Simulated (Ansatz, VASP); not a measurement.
# CdS: VASP beside Ansatz

```
Cd S
1.0
     4.07433    0.00000    0.00000
    -2.03716    3.52847    0.00000
     0.00000    0.00000    6.63746
Cd S
2 2
Direct
  0.66667 0.33333 0.50044
  0.33333 0.66667 0.00044
  0.66667 0.33333 0.87656
  0.33333 0.66667 0.37656
```

Alike in both runs: functional LDA; k mesh 6 × 6 × 4; occupations gaussian, width 0.02 eV; no spin polarisation.

Ansatz relaxed the structure, and its values are those at the end. VASP's run is a single point on that final structure, the one shown.

|  | VASP | Ansatz |
| --- | --- | --- |
| version | VASP 6.6.1 | Ansatz 0.2.0 |
| potentials or method | VASP PAW LDA potentials, release 64 (Cd, S), cutoff 520 eV | scalar-relativistic, plane waves, PAW |
| valence electrons in the cell | 36 | 52 |

VASP gave:

| Quantity | Value |
| --- | --- |
| gap on the k mesh at the Fermi level (eV) | 1.06 |
| least direct gap on the mesh (eV) | 1.06 |
| pressure (GPa) | 0.5 |

Question: Which values does Ansatz return?

Answer: gap on the k mesh at the Fermi level (eV): 1.03; least direct gap on the mesh (eV): 1.03; pressure (GPa): 0.0.

Ansatz warns that its potentials were made for another functional, while VASP's fit it. LDA's correlation is that of Perdew and Zunger in VASP and of Perdew and Wang (1992) in Ansatz. VASP's potentials hold 36 valence electrons a cell and Ansatz's 52, so a difference there can come from the potentials and not from the codes.
